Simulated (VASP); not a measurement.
# BiTe (Pm-3m) in VASP: a series of runs, part 2 of 2

VASP 6.6.1.

### Step 4. Single point, PBE (volume scaled by 1.020)

The input, INCAR:

```
SYSTEM = BiTe
ALGO = Normal ; EDIFF = 1E-6
ENCUT = 520 ; GGA = PE
ISIF = 2 ; ISMEAR = 0
LASPH = .TRUE. ; LCHARG = .FALSE.
LREAL = .FALSE. ; LWAVE = .FALSE.
NBANDS = 18 ; NELM = 100
PREC = Accurate ; SIGMA = 0.05
```

The input, KPOINTS:

```
k-points
0
G
  10 10 10
  0 0 0
```

The input, POSCAR:

```
BiTe
1.0
    3.9392225376      0.0000000000      0.0000000000
    0.0000000000      3.9392225376      0.0000000000
    0.0000000000      0.0000000000      3.9392225376
Bi Te
1 1
Direct
    0.0000000000      0.0000000000      0.0000000000
    0.5000000000      0.5000000000      0.5000000000
```

Potentials or basis: VASP PAW PBE potentials, release 64 (Bi_d, Te).

On the command line:

```console
$ cat potpaw_PBE.64/Bi_d/POTCAR potpaw_PBE.64/Te/POTCAR > POTCAR
$ mpirun -np 1 vasp_std > vasp.out
```

OUTCAR:

```text
SYSTEM = BiTe
   EDIFF = 1E-6
   ENCUT = 520
   GGA = PE
   ISIF = 2
   ISMEAR = 0
   LASPH = .TRUE.
   LREAL = .FALSE.
   NELM = 100
   PREC = Accurate

 ion  position               nearest neighbor table
   1  0.000  0.000  0.000-   2 3.41   2 3.41   2 3.41   2 3.41   2 3.41   2 3.41   2 3.41   2 3.41

   2  0.500  0.500  0.500-   1 3.41   1 3.41   1 3.41   1 3.41   1 3.41   1 3.41   1 3.41   1 3.41

  LATTYP: Found a simple cubic cell.
 ALAT       =     3.9392225376

  Lattice vectors:

 A1 = (   3.9392225376,   0.0000000000,   0.0000000000)
 A2 = (   0.0000000000,   3.9392225376,   0.0000000000)
 A3 = (   0.0000000000,   0.0000000000,   3.9392225376)

Analysis of symmetry for initial positions (statically):
=====================================================================
 Subroutine PRICEL returns:
 Original cell was already a primitive cell.

 Routine SETGRP: Setting up the symmetry group for a
 simple cubic supercell.

 Subroutine GETGRP returns: Found 48 space group operations
 (whereof 48 operations were pure point group operations)
 out of a pool of 48 trial point group operations.

The static configuration has the point symmetry O_h .

[... 159 lines left out ...]
  energy without entropy =       -6.93164285  energy(sigma->0) =       -6.93233976

 E-fermi :   7.7443     XC(G=0): -10.0596

 val. band max:        7.7202904647   @ k =   0.5000   0.4000   0.3000
 cond. band min:       7.7728460253   @ k =   0.3000   0.1000   0.0000
 fundamental gap:      0.0525555606
 Fermi energy:         7.7442925730

 k-point     1 :       0.0000    0.0000    0.0000
  band No.  band energies     occupation
      1     -15.7089      2.00000
      2     -15.7089      2.00000
      3     -15.6621      2.00000
      4     -15.6621      2.00000
      5     -15.6621      2.00000
      6      -5.9326      2.00000
[... 481 lines left out ...]
      5     -15.6638      2.00000
      6      -4.9880      2.00000
[... 10 lines left out ...]
     17      15.6583      0.00000
     18      17.8960      0.00000

 [... further k-points ...]

------------------------ aborting loop because EDIFF is reached ----------------------------------------

  FORCE on cell =-STRESS in cart. coord.  units (eV):
  Direction    XX          YY          ZZ          XY          YZ          ZX
  --------------------------------------------------------------------------------------
  -------------------------------------------------------------------------------------
  Total       -0.3990213     -0.3990213     -0.3990213      0.0000000     -0.0000000      0.0000000
  in kB      -10.4586378    -10.4586378    -10.4586378      0.0000000     -0.0000000      0.0000000
  external PRESSURE =     -10.4586378 kB  Pullay stress =       0.0000000 kB

 VOLUME and BASIS-vectors are now :
 -----------------------------------------------------------------------------
  energy-cutoff  :      520.00
  volume of cell :       61.13
      direct lattice vectors                 reciprocal lattice vectors
     3.939222538  0.000000000  0.000000000     0.253857199  0.000000000  0.000000000
     0.000000000  3.939222538  0.000000000     0.000000000  0.253857199  0.000000000
     0.000000000  0.000000000  3.939222538     0.000000000  0.000000000  0.253857199

 POSITION                                       TOTAL-FORCE (eV/Angst)
 -----------------------------------------------------------------------------------
      0.00000      0.00000      0.00000         0.000000      0.000000      0.000000
      1.96961      1.96961      1.96961         0.000000      0.000000      0.000000
 -----------------------------------------------------------------------------------
    total drift:                                0.000000     -0.000000     -0.000000

  FREE ENERGIE OF THE ION-ELECTRON SYSTEM (eV)
  ---------------------------------------------------
  free  energy   TOTEN  =        -6.9330366679 eV

  energy  without entropy=       -6.9316428467  energy(sigma->0) =       -6.93233976
```

It took 30 s on 1 thread of Intel Xeon 6975P-C (Granite Rapids), shared host; peak memory 0.2 GiB.

Results:

- Free energy: -6.9330 eV
- Pressure: -1.0 GPa

Caveat: spin-orbit coupling is left out, which moves the levels of the heavy elements.

### Step 5. Single point, PBE (volume scaled by 1.040)

The input, INCAR:

```
PREC = Accurate
ENCUT = 520
EDIFF = 1E-7
ISMEAR = 0
SIGMA = 0.05
LREAL = F
LASPH = T
NELM = 80
ALGO = Normal
ISIF = 2
LWAVE = F
LCHARG = F
GGA = PE
NBANDS = 18
```

The input, KPOINTS:

```
Automatic mesh
0
Gamma
  10 10 10
```

The input, POSCAR:

```
BiTe
1.0
    3.9648026214      0.0000000000      0.0000000000
    0.0000000000      3.9648026214      0.0000000000
    0.0000000000      0.0000000000      3.9648026214
Bi Te
1 1
Direct
    0.0000000000      0.0000000000      0.0000000000
    0.5000000000      0.5000000000      0.5000000000
```

On the command line:

```console
$ cat potpaw_PBE.64/Bi_d/POTCAR potpaw_PBE.64/Te/POTCAR > POTCAR
$ mpirun -np 1 vasp_std > vasp.out
```

It took 24 s on 1 thread of Intel Xeon 6975P-C (Granite Rapids), shared host; peak memory 0.2 GiB.

It converged, with:

- Free energy: -6.9220 eV
- Pressure: -1.9 GPa

Levels at points of the mesh, in eV from the Fermi level:
```tsv
k point	band 8	band 9	band 10	band 11	band 12	band 13
(0.00, 0.00, 0.00)	-2.49	-2.49	-2.49	3.17	3.17	3.71
(0.50, 0.00, 0.00)	-1.93	-1.20	-0.74	-0.74	0.60	0.60
(0.50, 0.50, 0.00)	-5.39	-5.39	-0.28	1.52	2.47	2.47
(0.50, 0.50, 0.50)	-3.18	-3.18	-3.18	-2.52	-2.52	-2.52
```

Caveat: spin-orbit coupling is left out, which moves the levels of the heavy elements.

### Step 6. Single point, PBE (volume scaled by 1.070)

The input, INCAR:

```
SYSTEM = BiTe
ALGO = Normal
EDIFF = 1E-6
ENCUT = 520
GGA = PE
ISIF = 2
ISMEAR = 0
LASPH = .True.
LCHARG = .True.
LELF = .True.
LREAL = .False.
LVHAR = .True.
LWAVE = .False.
NBANDS = 18
NELM = 80
PREC = Accurate
SIGMA = 0.05
```

The input, KPOINTS:

```
k-points
0
Gamma
  10 10 10
  0 0 0
```

The input, POSCAR:

```
BiTe
1.0
    4.0025649191      0.0000000000      0.0000000000
    0.0000000000      4.0025649191      0.0000000000
    0.0000000000      0.0000000000      4.0025649191
Bi Te
1 1
Direct
    0.0000000000      0.0000000000      0.0000000000
    0.5000000000      0.5000000000      0.5000000000
```

Potentials or basis: VASP PAW PBE potentials, release 64 (Bi_d, Te).

On the command line:

```console
$ cat potpaw_PBE.64/Bi_d/POTCAR potpaw_PBE.64/Te/POTCAR > POTCAR
$ mpirun -np 1 vasp_std > vasp.out
```

Run time: 25 s. Hardware: 1 thread of Intel Xeon 6975P-C (Granite Rapids), shared host; peak memory 0.21 GiB.

Results (log left out):

- Free energy: -6.8939 eV
- Pressure: -3.0 GPa

Levels at points of the mesh, in eV from the Fermi level:
| k point | band 6 | band 7 | band 8 | band 9 | band 10 | band 11 | band 12 | band 13 | band 14 | band 15 |
| --- | --- | --- | --- | --- | --- | --- | --- | --- | --- | --- |
| (0.00, 0.00, 0.00) | -13.33 | -8.86 | -2.41 | -2.41 | -2.41 | 3.25 | 3.25 | 3.56 | 3.56 | 3.56 |
| (0.50, 0.00, 0.00) | -11.44 | -11.37 | -1.93 | -1.20 | -0.72 | -0.72 | 0.60 | 0.60 | 4.88 | 5.74 |
| (0.50, 0.50, 0.00) | -10.70 | -10.67 | -5.20 | -5.20 | -0.27 | 1.47 | 2.40 | 2.40 | 5.34 | 5.51 |
| (0.50, 0.50, 0.50) | -10.24 | -10.18 | -3.06 | -3.06 | -3.06 | -2.40 | -2.40 | -2.40 | 12.70 | 12.70 |

Caveat: spin-orbit coupling is left out, which moves the levels of the heavy elements.

### Step 7. Single point, PBE (volume scaled by 1.100)

The input, INCAR:

```
SYSTEM = BiTe
PREC = Accurate
ENCUT = 520
EDIFF = 1E-6
ISMEAR = 0
SIGMA = 0.05
LREAL = .False.
LASPH = .True.
NELM = 100
ALGO = Normal
ISIF = 2
LWAVE = .False.
LCHARG = .False.
GGA = PE
NBANDS = 18
```

The input, KPOINTS:

```
Automatic mesh
0
Gamma
  10 10 10
  0 0 0
```

The input, POSCAR:

```
BiTe
1.0
    4.0396278141      0.0000000000      0.0000000000
    0.0000000000      4.0396278141      0.0000000000
    0.0000000000      0.0000000000      4.0396278141
Bi Te
1 1
Direct
    0.0000000000      0.0000000000      0.0000000000
    0.5000000000      0.5000000000      0.5000000000
```

On the command line:

```console
$ cat potpaw_PBE.64/Bi_d/POTCAR potpaw_PBE.64/Te/POTCAR > POTCAR
$ mpirun -np 1 vasp_std > vasp.out
```

Wall time 18 s (1 thread of Intel Xeon 6975P-C (Granite Rapids), shared host); peak memory 0.21 GiB.

Results (log left out):

* Free energy: -6.8536 eV
* Pressure: -4.1 GPa

Levels at points of the mesh, in eV from the Fermi level:
```tsv
k point	band 7	band 8	band 9	band 10	band 11	band 12	band 13	band 14
(0.00, 0.00, 0.00)	-8.91	-2.32	-2.32	-2.32	3.33	3.33	3.41	3.41
(0.50, 0.00, 0.00)	-11.25	-1.92	-1.21	-0.69	-0.69	0.60	0.60	4.95
(0.50, 0.50, 0.00)	-10.60	-5.02	-5.02	-0.27	1.43	2.34	2.34	5.32
(0.50, 0.50, 0.50)	-10.17	-2.94	-2.94	-2.94	-2.29	-2.29	-2.29	12.43
```

Caveat: spin-orbit coupling is left out, which moves the levels of the heavy elements.

### Step 8. Overview

```tsv
cell	smearing	gap on the mesh (eV)	pressure (GPa)
a = 3.913 Å, 2 atoms	methfessel-paxton 0.01 eV	none	0.1
a = 3.913 Å, 2 atoms	gaussian 0.05 eV	none	0.2
a = 3.939 Å, 2 atoms	gaussian 0.05 eV	none	-1.0
a = 3.965 Å, 2 atoms	gaussian 0.05 eV	none	-1.9
a = 4.003 Å, 2 atoms	gaussian 0.05 eV	none	-3.0
a = 4.040 Å, 2 atoms	gaussian 0.05 eV	none	-4.1
```

Alike in all rows: task single point; level PBE; potentials or basis VASP PAW PBE potentials, release 64 (Bi_d, Te); no spin polarisation; k mesh 10 × 10 × 10; cutoff (eV) 520.

Caveats: spin-orbit coupling is left out, which moves the levels of the heavy elements.

Absolute energies hang on the potentials; compare differences alone.
